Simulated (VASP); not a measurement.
# MoH6 (P6/mmm) in VASP: further runs

Runs on MoH6. Level: PBE. Tasks: single point.

All numbers are computed with VASP 6.6.1; they aren't measurements. Logs are shortened: lines on timing, memory, paths and dates and some standing lists are left out, and cuts for length are marked.

## (1) The cell of the first run

It takes space group P6/mmm (No. 191, hexagonal). Conventional cell: a = 3.458 Å, b = 3.458 Å, c = 3.257 Å, α = 90.00°, β = 90.00°, γ = 120.00°. Within 2.1 Å of H (site symmetry 2mm) lie 6 H at 1.61 to 1.73 Å and 2 Mo at 1.91 Å. Within 2.5 Å of Mo (site symmetry 6/mmm) lie 12 H at 1.91 Å.

## (2) Single point, PBE

Input file INCAR:

```
  PREC = Accurate
  ENCUT = 500
  EDIFF = 1E-6
  ISMEAR = 0
  SIGMA = 0.15
  LREAL = F
  LASPH = T
  NELM = 120
  ALGO = Normal
  ISIF = 2
  LWAVE = F
  LCHARG = F
  GGA = PE
  NBANDS = 19
  GGA_COMPAT = F
```

Input file KPOINTS:

```
Automatic mesh
0
Gamma
  3 3 3
```

Input file POSCAR:

```
MoH6
1.0
    3.4582368245     -0.0000000024      0.0000000000
   -1.7291184102      2.9949209435      0.0000000000
    0.0000000000      0.0000000000      3.2570437702
H Mo
6 1
Direct
    0.5000000000      0.0000000000      0.2521440026
    0.0000000000      0.5000000000      0.2521440026
    0.5000000000      0.5000000000      0.2521440026
    0.0000000000      0.5000000000      0.7478559974
    0.5000000000      0.0000000000      0.7478559974
    0.5000000000      0.5000000000      0.7478559974
    0.0000000000      0.0000000000      0.0000000000
```

Potentials or basis: VASP PAW PBE potentials, release 64 (H, Mo_sv).

The run is started by

```sh
> cat potpaw_PBE.64/H/POTCAR potpaw_PBE.64/Mo_sv/POTCAR > POTCAR
> mpirun -np 1 vasp_std > vasp.out
```

OUTCAR:

```text
PREC = Accurate
   ENCUT = 500
   EDIFF = 1E-6
   ISMEAR = 0
   LREAL = F
   LASPH = T
   NELM = 120
   ISIF = 2
   GGA = PE

 ion  position               nearest neighbor table
   1  0.500  0.000  0.252-   7 1.91   7 1.91
   2  0.000  0.500  0.252-   7 1.91   7 1.91
   3  0.500  0.500  0.252-   7 1.91   7 1.91
   4  0.000  0.500  0.748-   7 1.91   7 1.91
   5  0.500  0.000  0.748-   7 1.91   7 1.91
   6  0.500  0.500  0.748-   7 1.91   7 1.91
   7  0.000  0.000  0.000-   3 1.91   6 1.91   3 1.91   6 1.91   2 1.91   4 1.91   4 1.91   2 1.91
                             1 1.91   5 1.91   5 1.91   1 1.91

  LATTYP: Found a hexagonal cell.
 ALAT       =     3.4582368245
 C/A-ratio  =     0.9418220716

  Lattice vectors:

 A1 = (   3.4582368245,  -0.0000000024,   0.0000000000)
 A2 = (  -1.7291184102,   2.9949209435,   0.0000000000)
 A3 = (   0.0000000000,   0.0000000000,   3.2570437702)

Analysis of symmetry for initial positions (statically):
=====================================================================
 Subroutine PRICEL returns:
 Original cell was already a primitive cell.

 Routine SETGRP: Setting up the symmetry group for a
 hexagonal supercell.

 Subroutine GETGRP returns: Found 24 space group operations
 (whereof 24 operations were pure point group operations)
 out of a pool of 24 trial point group operations.

The static configuration has the point symmetry D_6h.

Analysis of symmetry for dynamics (positions and initial velocities):
=====================================================================
 Subroutine PRICEL returns:
 Original cell was already a primitive cell.

 Routine SETGRP: Setting up the symmetry group for a
 hexagonal supercell.

 Subroutine GETGRP returns: Found 24 space group operations
 (whereof 24 operations were pure point group operations)
 out of a pool of 24 trial point group operations.

The dynamic configuration has the point symmetry D_6h.

 Subroutine INISYM returns: Found 24 space group operations
 (whereof 24 operations are pure point group operations),
 and found     1 'primitive' translations

----------------------------------------------------------------------------------------

                                     Primitive cell

  volume of cell :      33.7337

  direct lattice vectors                    reciprocal lattice vectors
     3.458236825 -0.000000002  0.000000000     0.289164696  0.166949315  0.000000000
    -1.729118410  2.994920943  0.000000000     0.000000000  0.333898630  0.000000000
     0.000000000  0.000000000  3.257043770     0.000000000  0.000000000  0.307026884

  length of vectors
     3.458236825  3.458236824  3.257043770     0.333898630  0.333898630  0.307026884

  position of ions in fractional coordinates (direct lattice)
     0.500000000  1.000000000  0.252144003
     1.000000000  0.500000000  0.252144003
     0.500000000  0.500000000  0.252144003
     1.000000000  0.500000000  0.747855997
     0.500000000  1.000000000  0.747855997
     0.500000000  0.500000000  0.747855997
     0.000000000  0.000000000  0.000000000

  ion indices of the primitive-cell ions
   primitive index   ion index
                 1           1
                 2           2
                 3           3
                 4           4
                 5           5
                 6           6
                 7           7

----------------------------------------------------------------------------------------

 KPOINTS: Automatic mesh

Automatic generation of k-mesh.
 Grid dimensions read from file:
 generate k-points for:    3    3    3

 Generating k-lattice:

  Cartesian coordinates                     Fractional coordinates (reciprocal lattice)
     0.096388232  0.055649772  0.000000000     0.333333333  0.000000000  0.000000000
     0.000000000  0.111299543  0.000000000     0.000000000  0.333333333  0.000000000
     0.000000000  0.000000000  0.102342295     0.000000000  0.000000000  0.333333333

  Length of vectors
     0.111299543  0.111299543  0.102342295

  Shift w.r.t. Gamma in fractional coordinates (k-lattice)
     0.000000000  0.000000000  0.000000000

 Subroutine IBZKPT returns following result:
 ===========================================

 Found      6 irreducible k-points:

 Following reciprocal coordinates:
            Coordinates               Weight
  0.000000  0.000000  0.000000      1.000000
  0.333333  0.000000  0.000000      6.000000
  0.333333  0.333333  0.000000      2.000000
  0.000000  0.000000  0.333333      2.000000
  0.333333  0.000000  0.333333     12.000000
  0.333333  0.333333  0.333333      4.000000
   k-points           NKPTS =      6   k-points in BZ     NKDIM =      6   number of bands    NBANDS=     19
   number of dos      NEDOS =    301   number of ions     NIONS =      7
   total plane-waves  NPLWV =  18816
   dimension x,y,z NGX =    28 NGY =   28 NGZ =   24
   dimension x,y,z NGXF=    56 NGYF=   56 NGZF=   48
   ions per type =               6   1
   NGX,Y,Z   is equivalent  to a cutoff of  13.46, 13.46, 12.25 a.u.
   NGXF,Y,Z  is equivalent  to a cutoff of  26.92, 26.92, 24.50 a.u.
 SYSTEM =  unknown system
   PREC   = accura    normal or accurate (medium, high low for compatibility)
   ISTART =      0    job   : 0-new  1-cont  2-samecut
   ICHARG =      2    charge: 1-file 2-atom 10-const
   ISPIN  =      1    spin polarized calculation?
   LNONCOLLINEAR =      F non collinear calculations
   LSORBIT =      F    spin-orbit coupling
   LASPH  =      T    aspherical Exc in radial PAW
   ENCUT  =  500.0 eV  36.75 Ry    6.06 a.u.   6.31  6.31  5.94*2*pi/ulx,y,z
   NELM   =    120;   NELMIN=  2; NELMDL= -5     # of ELM steps
   EDIFF  = 0.1E-05   stopping-criterion for ELM
   LREAL  =      F    real-space projection
   EDIFFG = 0.1E-04   stopping-criterion for IOM
   NSW    =      0    number of steps for IOM
   IBRION =     -1    ionic relax: 0-MD 1-quasi-New 2-CG
   NFREE  =      0    steps in history (QN), initial steepest desc. (CG)
   ISIF   =      2    stress and relaxation
   ISYM   =      2    0-nonsym 1-usesym 2-fastsym
   POTIM  = 0.5000    time-step for ionic-motion
   TEBEG  =    0.0;   TEEND  =   0.0 temperature during run
   PSTRESS=    0.0 pullay stress
   NELECT =      20.0000    total number of electrons
   NUPDOWN=      -1.0000    fix difference up-down
   EMIN   =  10.00;   EMAX   =-10.00  energy-range for DOS
   EFERMI =   0.00;   METHOD = LEGACY
   ISMEAR =     0;   SIGMA  =   0.15  broadening in eV -4-tet -1-fermi 0-gaus
   EFERMI_NEDOS =   21; number of points for ismear=-14 and -15
   IALGO  =     38    algorithm
   IMIX   =      4    mixing-type and parameters
     AMIX     =   0.40;   BMIX     =  1.00
     AMIX_MAG =   1.60;   BMIX_MAG =  1.00
  volume/ion in A,a.u.               =       4.82        32.52
  Fermi-wavevector in a.u.,A,eV,Ry     =   1.375298  2.598937 25.734680  1.891446
  Thomas-Fermi vector in A             =   2.500647
   LORBIT       =      0    0 simple, 1 ext, 2 COOP (PROOUT), +10 PAW based schemes
   GGA     = PE    functional components
   LHFCALC =     F    Hartree Fock is set to
   AEXX    =    0.0000 exact exchange contribution
   IVDW    =     0    specifies the selected vdW correction
   LEPSILON=     F    determine dielectric tensor
   LRPA    =     F    only Hartree local field effects (RPA)
 non-spin polarized calculation
 Gauss-broadening in eV      SIGMA  =   0.15
  energy-cutoff  :      500.00
  volume of cell :       33.73
 maximum number of plane-waves:       863
 NGX is ok and might be reduce to    28
   NGX = 13   NGY = 13   NGZ = 11

 number of electron      19.9999995 magnetization

 Free energy of the ion-electron system (eV)
  ---------------------------------------------------
  ext. energy  EPLUGINS =         0.00000000
  ---------------------------------------------------
  free energy    TOTEN  =       -28.01477218 eV

  energy without entropy =      -28.00849538  energy(sigma->0) =      -28.01163378

 E-fermi :   7.3769     XC(G=0): -11.9214

 val. band max:        6.4792576956   @ k =   0.3333   0.3333   0.3333
 cond. band min:       7.3769728540   @ k =   0.0000   0.0000   0.0000
 fundamental gap:      0.8977151585
 Fermi energy:         7.3769394925

 k-point     1 :       0.0000    0.0000    0.0000
  band No.  band energies     occupation
      1     -54.1834      2.00000
      2     -28.3864      2.00000
      3     -28.3864      2.00000
      4     -27.9667      2.00000
      5      -6.0266      2.00000
      6       1.4537      2.00000
      7       1.4537      2.00000
      8       4.0943      2.00000
      9       4.8034      2.00000
     10       7.3770      0.99975
     11       7.3770      0.99975
     12      12.7424      0.00000
     13      13.3789      0.00000
     14      13.3789      0.00000
     15      13.8717      0.00000
     16      13.8717      0.00000
     17      16.2773      0.00000
     18      16.2773      0.00000
     19      16.9149      0.00000

 k-point     2 :       0.3333    0.0000    0.0000
  band No.  band energies     occupation
      1     -54.1714      2.00000
      2     -28.5539      2.00000
      3     -28.4293      2.00000
      4     -27.9433      2.00000
      5      -4.0663      2.00000
      6      -0.5746      2.00000
      7       3.1150      2.00000
      8       3.3674      2.00000
      9       4.6290      2.00000
     10       6.3615      2.00000
     11       8.9833      0.00000
     12       9.0063      0.00000
     13       9.0650      0.00000
     14      14.0801      0.00000
     15      14.8639      0.00000
     16      15.9126      0.00000
     17      16.5701      0.00000
     18      19.5549      0.00000
     19      20.3021      0.00000

 k-point     3 :       0.3333    0.3333    0.0000
  band No.  band energies     occupation
      1     -54.1654      2.00000
      2     -28.5438      2.00000
      3     -28.5438      2.00000
      4     -27.9315      2.00000
      5      -1.7277      2.00000
      6      -1.7277      2.00000
      7       2.2382      2.00000
      8       3.7455      2.00000
      9       3.7455      2.00000
     10       5.5748      2.00000
     11       7.7837      0.00013
     12       7.7837      0.00013
     13      12.8443      0.00000
     14      14.2831      0.00000
     15      14.2831      0.00000
     16      16.4748      0.00000
     17      17.1304      0.00000
     18      17.1304      0.00000
     19      22.9264      0.00000

 k-point     4 :       0.0000    0.0000    0.3333
  band No.  band energies     occupation
      1     -54.1739      2.00000
      2     -28.3746      2.00000
      3     -28.3746      2.00000
      4     -28.1068      2.00000
      5      -4.5139      2.00000
      6      -0.1573      2.00000
      7       2.2125      2.00000
      8       2.2125      2.00000
      9       6.2947      2.00000
     10       6.2947      2.00000
     11       8.0103      0.00000
     12       9.2395      0.00000
     13       9.2395      0.00000
     14      14.1551      0.00000
     15      16.5890      0.00000
     16      16.5890      0.00000
     17      19.2958      0.00000
     18      19.4448      0.00000
     19      19.8119      0.00000

 k-point     5 :       0.3333    0.0000    0.3333
  band No.  band energies     occupation
      1     -54.1622      2.00000
      2     -28.5356      2.00000
      3     -28.4160      2.00000
      4     -28.0766      2.00000
      5      -2.8364      2.00000
      6      -0.1799      2.00000
      7       1.1255      2.00000
      8       3.8100      2.00000
      9       4.2738      2.00000
     10       5.1530      2.00000
     11       8.1079      0.00000
     12      10.2973      0.00000
     13      10.7382      0.00000
     14      11.1901      0.00000
     15      13.0484      0.00000
     16      16.3309      0.00000
     17      19.7188      0.00000
     18      21.8311      0.00000
     19      22.8101      0.00000

 k-point     6 :       0.3333    0.3333    0.3333
  band No.  band energies     occupation
      1     -54.1563      2.00000
      2     -28.5262      2.00000
      3     -28.5262      2.00000
      4     -28.0615      2.00000
      5      -0.9274      2.00000
      6      -0.9274      2.00000
      7       1.7049      2.00000
      8       1.7049      2.00000
      9       3.9630      2.00000
     10       6.4793      2.00000
     11       8.7587      0.00000
     12       8.7587      0.00000
     13      10.1533      0.00000
     14      11.5991      0.00000
     15      11.5991      0.00000
     16      16.4577      0.00000
     17      21.7346      0.00000
     18      22.7063      0.00000
     19      22.7063      0.00000

------------------------ aborting loop because EDIFF is reached ----------------------------------------

  FORCE on cell =-STRESS in cart. coord.  units (eV):
  Direction    XX          YY          ZZ          XY          YZ          ZX
  --------------------------------------------------------------------------------------
  -------------------------------------------------------------------------------------
  Total       -0.0216648     -0.0216648      0.0262665      0.0000000      0.0000000      0.0000000
  in kB       -1.0289678     -1.0289678      1.2475227      0.0000000      0.0000000      0.0000000
  external PRESSURE =      -0.2701376 kB  Pullay stress =       0.0000000 kB

 VOLUME and BASIS-vectors are now :
 -----------------------------------------------------------------------------
  energy-cutoff  :      500.00
  volume of cell :       33.73
      direct lattice vectors                 reciprocal lattice vectors
     3.458236825 -0.000000002  0.000000000     0.289164696  0.166949315  0.000000000
    -1.729118410  2.994920943  0.000000000     0.000000000  0.333898630  0.000000000
     0.000000000  0.000000000  3.257043770     0.000000000  0.000000000  0.307026884

 POSITION                                       TOTAL-FORCE (eV/Angst)
 -----------------------------------------------------------------------------------
      1.72912     -0.00000      0.82124        -0.000000      0.000000      0.011683
     -0.86456      1.49746      0.82124        -0.000000      0.000000      0.011683
      0.86456      1.49746      0.82124         0.000000      0.000000      0.011683
     -0.86456      1.49746      2.43580         0.000000     -0.000000     -0.011683
      1.72912     -0.00000      2.43580        -0.000000     -0.000000     -0.011683
      0.86456      1.49746      2.43580         0.000000     -0.000000     -0.011683
      0.00000      0.00000      0.00000         0.000000      0.000000      0.000000
 -----------------------------------------------------------------------------------
    total drift:                               -0.000000     -0.000000     -0.000000

  FREE ENERGIE OF THE ION-ELECTRON SYSTEM (eV)
  ---------------------------------------------------
  free  energy   TOTEN  =       -28.0147721820 eV

  energy  without entropy=      -28.0084953816  energy(sigma->0) =      -28.01163378
```

Run time: 4.4 s. Hardware: 1 thread of AMD EPYC 7R13 (Zen 3), shared host; peak memory 0.11 GiB.

What came out:

```
Free energy            : -28.0148 eV
Pressure               : 0.0 GPa
Largest force          : 0.012 eV/Å
Band gap on the k mesh : zero (filled and empty bands touch)
```

Forces in eV/Å, atoms in the order of the input:
```
H    0.000  0.000  0.012
H    0.000  0.000  0.012
H    0.000  0.000  0.012
H    0.000  0.000 -0.012
H    0.000  0.000 -0.012
H    0.000  0.000 -0.012
Mo   0.000  0.000  0.000
```

Caveat: the k points lie up to 0.70 Å⁻¹ apart.

## (3) Single point, PBE

This run uses another cell than the first one, of 5.49 Å³/atom, 1.139 times its volume.

Input file INCAR:

```
SYSTEM = MoH6
  PREC = Accurate
  ENCUT = 500
  EDIFF = 1E-6
  ISMEAR = 0
  SIGMA = 0.15
  LREAL = .False.
  LASPH = .True.
  NELM = 120
  ALGO = Normal
  ISIF = 2
  LWAVE = .False.
  LCHARG = .False.
  GGA = PE
  NBANDS = 19
  GGA_COMPAT = .False.
```

Input file KPOINTS:

```
regular mesh
0
Gamma
  4 4 3
  0 0 0
```

Input file POSCAR:

```
MoH6
1.0
    3.1237465047     -0.0000000024      0.0000000000
   -1.5618732502      2.7052438292      0.0000000000
    0.0000000000      0.0000000000      4.5472663100
H Mo
6 1
Direct
    0.3333333333      0.6666666667      0.5000000000
    0.6666666667      0.3333333333      0.5000000000
    0.0000000000      0.0000000000      0.0000000000
    0.5000000000      0.0000000000      0.0000000000
    0.0000000000      0.5000000000      0.0000000000
    0.5000000000      0.5000000000      0.0000000000
    0.0000000000      0.0000000000      0.5000000000
```

Potentials or basis: VASP PAW PBE potentials, release 64 (H, Mo_sv).

The run is started by

```sh
> cat potpaw_PBE.64/H/POTCAR potpaw_PBE.64/Mo_sv/POTCAR > POTCAR
> mpirun -np 1 vasp_std > vasp.out
```

It took 24 s on 1 thread of AMD EPYC 7R43 (Zen 3), shared host; peak memory 0.11 GiB.

It converged, with:

```yaml
Free_energy: -24.9503 eV
Pressure: -0.4 GPa
Band_gap_on_the_k_mesh: zero (band 10 reaches 6.73 eV, above the bottom of band 11 at 5.29 eV)
```

Levels at points of the mesh, in eV from the Fermi level:
```tsv
k point	band 8	band 9	band 10	band 11	band 12	band 13
(0.00, 0.00, 0.00)	-1.83	0.46	0.85	0.90	0.90	1.55
(0.50, 0.00, 0.00)	-3.62	-2.47	0.28	1.18	1.74	2.53
```

Caveat: the k points lie up to 0.58 Å⁻¹ apart.
